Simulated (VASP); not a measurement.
# Bi (Im-3m) in VASP: further runs

Aim: see how the results for Bi move with the level of theory and the settings. Levels: revPBE, LDA, PBEsol+D4, PBEsol, r2SCAN0. Tasks: relaxation of cell and atoms, single point.

Program: VASP 6.6.1. These are calculated values, not measurements. Logs are shortened: lines on timing, memory, paths and dates and some standing lists are left out, and cuts for length are marked.

## Step 1: The cell of the first run

The structure is cubic, space group Im-3m (No. 229). The conventional cell has a = 3.963 Å, b = 3.963 Å, c = 3.963 Å, α = 90.00°, β = 90.00°, γ = 90.00°. Within 4.5 Å of Bi (site symmetry m-3m) lie 14 Bi at 3.43 to 3.96 Å.

## Step 2: Relaxation of cell and atoms, revPBE

Contents of INCAR:

```
  PREC = Accurate
  ENCUT = 600
  EDIFF = 1E-6
  ISMEAR = -1
  SIGMA = 0.05
  LREAL = False
  LASPH = True
  NELM = 80
  ALGO = Normal
  ISIF = 3
  LWAVE = False
  LCHARG = False
  GGA = RE
  IBRION = 2
  NSW = 80
  EDIFFG = -0.005
```

Contents of KPOINTS:

```
regular mesh
0
Gamma
  9 9 9
```

Contents of POSCAR:

```
Bi
1.0
   -1.9814305318      1.9814305318      1.9814305318
    1.9814305318     -1.9814305318      1.9814305318
    1.9814305318      1.9814305318     -1.9814305318
Bi
1
Direct
    0.0000000000      0.0000000000      0.0000000000
```

Potentials or basis: VASP PAW PBE potentials, release 64 (Bi_d).

Started as:

```console
$ cat potpaw_PBE.64/Bi_d/POTCAR > POTCAR
$ mpirun -np 1 vasp_std > vasp.out
```

OUTCAR:

```text
PREC = Accurate
   ENCUT = 600
   EDIFF = 1E-6
   ISMEAR = -1
   LREAL = False
   LASPH = True
   NELM = 80
   ISIF = 3
   GGA = RE
   IBRION = 2
   NSW = 80
   EDIFFG = -0.005

 ion  position               nearest neighbor table
   1  0.000  0.000  0.000-

  LATTYP: Found a body centered cubic cell.
 ALAT       =     3.9628610636

  Lattice vectors:

 A1 = (  -1.9814305318,   1.9814305318,   1.9814305318)
 A2 = (   1.9814305318,  -1.9814305318,   1.9814305318)
 A3 = (   1.9814305318,   1.9814305318,  -1.9814305318)

Analysis of symmetry for initial positions (statically):
=====================================================================
 Subroutine PRICEL returns:
 Original cell was already a primitive cell.

 Routine SETGRP: Setting up the symmetry group for a
 body centered cubic supercell.

 Subroutine GETGRP returns: Found 48 space group operations
[... 9 lines left out ...]

 Routine SETGRP: Setting up the symmetry group for a
 body centered cubic supercell.

 Subroutine GETGRP returns: Found 48 space group operations
[... 11 lines left out ...]
                                     Primitive cell

  volume of cell :      31.1169

  direct lattice vectors                    reciprocal lattice vectors
    -1.981430532  1.981430532  1.981430532     0.000000000  0.252342937  0.252342937
     1.981430532 -1.981430532  1.981430532     0.252342937  0.000000000  0.252342937
     1.981430532  1.981430532 -1.981430532     0.252342937  0.252342937  0.000000000

  length of vectors
     3.431938353  3.431938353  3.431938353     0.356866804  0.356866804  0.356866804

  position of ions in fractional coordinates (direct lattice)
     0.000000000  0.000000000  0.000000000

  ion indices of the primitive-cell ions
   primitive index   ion index
                 1           1

----------------------------------------------------------------------------------------

 KPOINTS: regular mesh

Automatic generation of k-mesh.
 Grid dimensions read from file:
 generate k-points for:    9    9    9

 Generating k-lattice:

  Cartesian coordinates                     Fractional coordinates (reciprocal lattice)
     0.000000000  0.028038104  0.028038104     0.111111111  0.000000000  0.000000000
     0.028038104  0.000000000  0.028038104     0.000000000  0.111111111  0.000000000
     0.028038104  0.028038104  0.000000000     0.000000000  0.000000000  0.111111111

  Length of vectors
     0.039651867  0.039651867  0.039651867

  Shift w.r.t. Gamma in fractional coordinates (k-lattice)
     0.000000000  0.000000000  0.000000000

 Subroutine IBZKPT returns following result:
 ===========================================

 Found     35 irreducible k-points:

 Following reciprocal coordinates:
            Coordinates               Weight
  0.000000  0.000000  0.000000      1.000000
  0.111111  0.000000  0.000000     12.000000
  0.222222  0.000000  0.000000     12.000000
  0.333333  0.000000  0.000000     12.000000
  0.444444  0.000000  0.000000     12.000000
  0.111111  0.111111  0.000000     24.000000
[... 16 lines left out ...]
 -0.333333  0.444444  0.111111     48.000000
 -0.444444 -0.444444  0.111111     24.000000
 [... further k-points ...]
   k-points           NKPTS =     35   k-points in BZ     NKDIM =     35   number of bands    NBANDS=     11
   number of dos      NEDOS =    301   number of ions     NIONS =      1
   total plane-waves  NPLWV =  21952
   dimension x,y,z NGX =    28 NGY =   28 NGZ =   28
   dimension x,y,z NGXF=    56 NGYF=   56 NGZF=   56
   ions per type =               1
   NGX,Y,Z   is equivalent  to a cutoff of  13.56, 13.56, 13.56 a.u.
   NGXF,Y,Z  is equivalent  to a cutoff of  27.13, 27.13, 27.13 a.u.
 SYSTEM =  unknown system
   PREC   = accura    normal or accurate (medium, high low for compatibility)
   ISTART =      0    job   : 0-new  1-cont  2-samecut
   ICHARG =      2    charge: 1-file 2-atom 10-const
   ISPIN  =      1    spin polarized calculation?
   LNONCOLLINEAR =      F non collinear calculations
   LSORBIT =      F    spin-orbit coupling
   LASPH  =      T    aspherical Exc in radial PAW
   ENCUT  =  600.0 eV  44.10 Ry    6.64 a.u.   6.85  6.85  6.85*2*pi/ulx,y,z
   NELM   =     80;   NELMIN=  2; NELMDL= -5     # of ELM steps
   EDIFF  = 0.1E-05   stopping-criterion for ELM
   LREAL  =      F    real-space projection
   EDIFFG = -.5E-02   stopping-criterion for IOM
   NSW    =     80    number of steps for IOM
   IBRION =      2    ionic relax: 0-MD 1-quasi-New 2-CG
   NFREE  =      1    steps in history (QN), initial steepest desc. (CG)
   ISIF   =      3    stress and relaxation
   ISYM   =      2    0-nonsym 1-usesym 2-fastsym
   POTIM  = 0.5000    time-step for ionic-motion
   TEBEG  =    0.0;   TEEND  =   0.0 temperature during run
   PSTRESS=    0.0 pullay stress
   NELECT =      15.0000    total number of electrons
   NUPDOWN=      -1.0000    fix difference up-down
   EMIN   =  10.00;   EMAX   =-10.00  energy-range for DOS
   EFERMI =   0.00;   METHOD = LEGACY
   ISMEAR =    -1;   SIGMA  =   0.05  broadening in eV -4-tet -1-fermi 0-gaus
   EFERMI_NEDOS =   21; number of points for ismear=-14 and -15
   IALGO  =     38    algorithm
   IMIX   =      4    mixing-type and parameters
     AMIX     =   0.40;   BMIX     =  1.00
     AMIX_MAG =   1.60;   BMIX_MAG =  1.00
  volume/ion in A,a.u.               =      31.12       209.99
  Fermi-wavevector in a.u.,A,eV,Ry     =   1.283630  2.425708 22.418388  1.647705
  Thomas-Fermi vector in A             =   2.415871
   LORBIT       =      0    0 simple, 1 ext, 2 COOP (PROOUT), +10 PAW based schemes
   GGA     = RE    functional components
   LHFCALC =     F    Hartree Fock is set to
   AEXX    =    0.0000 exact exchange contribution
   IVDW    =     0    specifies the selected vdW correction
   LEPSILON=     F    determine dielectric tensor
   LRPA    =     F    only Hartree local field effects (RPA)
 conjugate gradient relaxation of ions
 non-spin polarized calculation
  energy-cutoff  :      600.00
  volume of cell :       31.12
 maximum number of plane-waves:      1055
   NGX = 13   NGY = 13   NGZ = 13

--------------------------------------- Ionic step        1  -------------------------------------------

 number of electron      14.9999994 magnetization

 Free energy of the ion-electron system (eV)
  ---------------------------------------------------
  ext. energy  EPLUGINS =         0.00000000
  ---------------------------------------------------
  free energy    TOTEN  =        -3.43299907 eV

  energy without entropy =       -3.42886944  energy(sigma->0) =       -3.43093426

------------------------ aborting loop because EDIFF is reached ----------------------------------------

  FORCE on cell =-STRESS in cart. coord.  units (eV):
  Direction    XX          YY          ZZ          XY          YZ          ZX
  --------------------------------------------------------------------------------------
  -------------------------------------------------------------------------------------
  Total        0.3659405      0.3659405      0.3659405     -0.0000000      0.0000000     -0.0000000
  in kB       18.8418942     18.8418942     18.8418942     -0.0000000      0.0000000     -0.0000000
  external PRESSURE =      18.8418942 kB  Pullay stress =       0.0000000 kB
[... 20 lines left out ...]
  energy  without entropy=       -3.4288694432  energy(sigma->0) =       -3.43093426

--------------------------------------- Ionic step        2  -------------------------------------------

 number of electron      15.0000006 magnetization

 E-fermi :   7.3174     XC(G=0):  -9.9847

 val. band max:        7.2918308170   @ k =  -0.2222   0.2222   0.1111
 cond. band min:       7.6289664778   @ k =   0.3333   0.2222   0.1111
 fundamental gap:      0.3371356608
 Fermi energy:         7.3173555076

 k-point     1 :       0.0000    0.0000    0.0000
  band No.  band energies     occupation
      1     -15.6887      2.00000
      2     -15.6887      2.00000
      3     -15.6887      2.00000
      4     -15.5826      2.00000
      5     -15.5826      2.00000
      6      -5.8044      2.00000
      7      12.1294      0.00000
      8      12.1294      0.00000
      9      12.1294      0.00000
     10      15.8244      0.00000
     11      17.7968      0.00000
[... 309 lines left out ...]
 k-point    24 :      -0.4444   -0.4444    0.1111
  band No.  band energies     occupation
      1     -15.6788      2.00000
      2     -15.6505      2.00000
      3     -15.6162      2.00000
      4     -15.5848      2.00000
      5     -15.5228      2.00000
      6      -2.6525      2.00000
      7       3.2521      2.00000
      8       6.5753      2.00000
      9       9.8375      0.00000
     10      14.5626      0.00000
     11      16.0052      0.00000

 [... further k-points ...]
[... 5 lines left out ...]
  --------------------------------------------------------------------------------------
  -------------------------------------------------------------------------------------
  Total       -0.1642726     -0.1642726     -0.1642726     -0.0000000      0.0000000      0.0000000
  in kB       -8.0256263     -8.0256263     -8.0256263     -0.0000000      0.0000000      0.0000000
  external PRESSURE =      -8.0256263 kB  Pullay stress =       0.0000000 kB
[... 160 lines left out ...]
  energy  without entropy=       -3.4346340478  energy(sigma->0) =       -3.43692411

--------------------------------------- Ionic step        7  -------------------------------------------

 number of electron      15.0000003 magnetization

 Free energy of the ion-electron system (eV)
  ---------------------------------------------------
  ext. energy  EPLUGINS =         0.00000000
  ---------------------------------------------------
  free energy    TOTEN  =        -3.43922395 eV

  energy without entropy =       -3.43467002  energy(sigma->0) =       -3.43694698

 E-fermi :   7.5530     XC(G=0): -10.0693

 val. band max:        7.5379121013   @ k =  -0.2222   0.2222   0.1111
 cond. band min:       7.8338252698   @ k =   0.3333   0.2222   0.1111
 fundamental gap:      0.2959131685
 Fermi energy:         7.5530289727

 k-point     1 :       0.0000    0.0000    0.0000
  band No.  band energies     occupation
      1     -15.4844      2.00000
      2     -15.4844      2.00000
      3     -15.4844      2.00000
      4     -15.3715      2.00000
      5     -15.3715      2.00000
      6      -5.7053      2.00000
      7      12.4683      0.00000
      8      12.4683      0.00000
      9      12.4683      0.00000
     10      16.2570      0.00000
     11      18.0188      0.00000
[... 309 lines left out ...]
 k-point    24 :      -0.4444   -0.4444    0.1111
  band No.  band energies     occupation
      1     -15.4742      2.00000
      2     -15.4443      2.00000
      3     -15.4074      2.00000
      4     -15.3742      2.00000
      5     -15.3082      2.00000
      6      -2.4449      2.00000
      7       3.3788      2.00000
      8       6.7703      2.00000
      9      10.1099      0.00000
     10      14.8372      0.00000
     11      16.2841      0.00000

 [... further k-points ...]
[... 5 lines left out ...]
  --------------------------------------------------------------------------------------
  -------------------------------------------------------------------------------------
  Total        0.0035160      0.0035160      0.0035160      0.0000000     -0.0000000      0.0000000
  in kB        0.1748817      0.1748817      0.1748817      0.0000000     -0.0000000      0.0000000
  external PRESSURE =       0.1748817 kB  Pullay stress =       0.0000000 kB
[... 16 lines left out ...]
  FREE ENERGIE OF THE ION-ELECTRON SYSTEM (eV)
  ---------------------------------------------------
  free  energy   TOTEN  =        -3.4392239461 eV

  energy  without entropy=       -3.4346700178  energy(sigma->0) =       -3.43694698

 reached required accuracy - stopping structural energy minimisation
```

Wall time 1.7 min (1 thread of Intel Xeon 8259CL, shared host); peak memory 0.17 GiB.

What came out:

```yaml
Free_energy: -3.4392 eV
Relaxed_volume: 32.21 Å³/atom
Relaxed_cell: a = 3.472 Å, b = 3.472 Å, c = 3.472 Å, α = 109.47°, β = 109.47°, γ = 109.47°
Space_group_after_relaxing_to_0.05_Å: Im-3m (No. 229)
Energy_gained_by_relaxing: 6.2 meV/atom
Ionic_steps: 7
Pressure_after_relaxing: 0.0 GPa
```

The path:
| step | energy change (eV) | largest force (eV/Å) | pressure (GPa) | volume (Å³) |
| --- | --- | --- | --- | --- |
| 1 | 0.0000 | 0.0000 | 1.88 | 31.12 |
| 2 | -0.0047 | 0.0000 | -0.80 | 32.79 |
| 3 | -0.0062 | 0.0000 | 0.04 | 32.21 |
| 4 | -0.0062 | 0.0000 | 0.03 | 32.24 |
| 5 | -0.0058 | 0.0000 | -0.44 | 32.50 |
| 6 | -0.0062 | 0.0000 | -0.06 | 32.26 |
| 7 | -0.0062 | 0.0000 | 0.02 | 32.21 |

Final structure:
```
Bi
1.0
    -2.00441    2.00441    2.00441
     2.00441   -2.00441    2.00441
     2.00441    2.00441   -2.00441
Bi
1
Direct
  0.00000 0.00000 0.00000
```

Caveat: the PAW data sets were made with another functional, which shifts forces and pressure a little; spin-orbit coupling is left out, which moves the levels of the heavy elements.

## Step 3: Relaxation of cell and atoms, LDA

Contents of INCAR:

```
SYSTEM = Bi
  PREC = Accurate
  ENCUT = 600
  EDIFF = 1E-6
  ISMEAR = -1
  SIGMA = 0.05
  LREAL = .False.
  LASPH = .True.
  NELM = 60
  ALGO = Normal
  ISIF = 3
  LWAVE = .False.
  LCHARG = .False.
  IBRION = 2
  NSW = 80
  EDIFFG = -0.005
```

Contents of KPOINTS:

```
Automatic mesh
0
Gamma
  9 9 9
  0 0 0
```

POSCAR is that of step 2.

Potentials or basis: VASP PAW LDA potentials, release 64 (Bi_d).

Started as:

```console
$ cat potpaw_LDA.64/Bi_d/POTCAR > POTCAR
$ mpirun -np 1 vasp_std > vasp.out
```

Wall time 50 s (1 thread of Intel Xeon 8259CL, shared host); peak memory 0.15 GiB.

The run converged. Its results:

| Property | Result |
| --- | --- |
| Free energy | -4.4816 eV |
| Relaxed volume | 29.42 Å³/atom |
| Relaxed cell | a = 3.368 Å, b = 3.368 Å, c = 3.368 Å, α = 109.47°, β = 109.47°, γ = 109.47° |
| Space group after relaxing (to 0.05 Å) | Im-3m (No. 229) |
| Energy gained by relaxing | 17.7 meV/atom |
| Ionic steps | 3 |
| Pressure after relaxing | 0.0 GPa |

The path:
```tsv
step	energy change (eV)	largest force (eV/Å)	pressure (GPa)	volume (Å³)
1	0.0000	0.0000	-3.17	31.12
2	-0.0108	0.0000	2.26	28.42
3	-0.0177	0.0000	0.02	29.42
```

Final structure:
```xyz
1
Lattice="-1.9447 1.9447 1.9447 1.9447 -1.9447 1.9447 1.9447 1.9447 -1.9447" Properties=species:S:1:pos:R:3 pbc="T T T"
Bi    0.0000    0.0000    0.0000
```

Levels at points of the mesh, in eV from the Fermi level:
| k point | band 5 | band 6 | band 7 | band 8 | band 9 | band 10 |
| --- | --- | --- | --- | --- | --- | --- |
| (0.00, 0.00, 0.00) | -22.96 | -14.03 | 5.37 | 5.37 | 5.37 | 9.89 |

Caveat: spin-orbit coupling is left out, which moves the levels of the heavy elements.

## Step 4: Relaxation of cell and atoms, PBEsol+D4

Contents of INCAR:

```
PREC = Accurate
ENCUT = 600
EDIFF = 1E-6
ISMEAR = -1
SIGMA = 0.05
LREAL = F
LASPH = T
NELM = 80
ALGO = Normal
ISIF = 3
LWAVE = F
LCHARG = F
GGA = PS
IVDW = 13
IBRION = 2
NSW = 80
EDIFFG = -0.005
```

Contents of KPOINTS:

```
regular mesh
0
Gamma
  9 9 9
```

POSCAR is that of step 3.

Potentials or basis: VASP PAW PBE potentials, release 64 (Bi_d).

Started as:

```console
$ cat potpaw_PBE.64/Bi_d/POTCAR > POTCAR
$ mpirun -np 1 vasp_std > vasp.out
```

Wall time 3.8 min (1 thread of Intel Xeon 8259CL, shared host); peak memory 0.17 GiB.

The run converged. Its results:

```
Free energy                            : -4.5691 eV
Relaxed volume                         : 29.18 Å³/atom
Relaxed cell                           : a = 3.359 Å, b = 3.359 Å, c = 3.359 Å, α = 109.47°, β = 109.47°, γ = 109.47°
Space group after relaxing (to 0.05 Å) : Im-3m (No. 229)
Energy gained by relaxing              : 23.0 meV/atom
Ionic steps                            : 21
Pressure after relaxing                : 0.0 GPa
Dispersion energy per atom             : -0.340 eV
```

The path:
```csv
step,energy change (eV),largest force (eV/Å),pressure (GPa),volume (Å³)
1,0.0000,0.0000,-3.59,31.12
2,-0.0143,0.0000,2.60,28.08
3,-0.0230,0.0000,0.04,29.18
4,-0.0230,0.0000,0.04,29.22
5,-0.0168,0.0000,-1.94,30.16
6,-0.0229,0.0000,-0.11,29.25
7,-0.0229,0.0000,-0.16,29.25
8,-0.0229,0.0000,-0.16,29.25
9,-0.0229,0.0000,-0.13,29.25
10,-0.0229,0.0000,-0.14,29.24
11,-0.0229,0.0000,-0.14,29.24
12,-0.0229,0.0000,-0.15,29.24
13,-0.0229,0.0000,-0.17,29.24
14,-0.0229,0.0000,-0.13,29.24
15,-0.0230,0.0000,-0.13,29.23
16,-0.0230,0.0000,-0.12,29.22
17,-0.0230,0.0000,-0.11,29.19
18,-0.0230,0.0000,0.11,29.14
19,-0.0230,0.0000,0.12,29.16
20,-0.0230,0.0000,0.05,29.18
21,-0.0230,0.0000,0.00,29.18
```

Final structure:
```xyz
1
Lattice="-1.9395 1.9395 1.9395 1.9395 -1.9395 1.9395 1.9395 1.9395 -1.9395" Properties=species:S:1:pos:R:3 pbc="T T T"
Bi    0.0000    0.0000    0.0000
```

Levels at points of the mesh, in eV from the Fermi level:
| k point | band 4 | band 5 | band 6 | band 7 | band 8 | band 9 | band 10 | band 11 |
| --- | --- | --- | --- | --- | --- | --- | --- | --- |
| (0.00, 0.00, 0.00) | -22.95 | -22.95 | -14.11 | 5.49 | 5.49 | 5.49 | 9.86 | 10.38 |

Caveat: the PAW data sets were made with another functional, which shifts forces and pressure a little; spin-orbit coupling is left out, which moves the levels of the heavy elements; pairwise dispersion overbinds metals, which lowers pressure and volume.

(Part 1 of 2 ends here.)
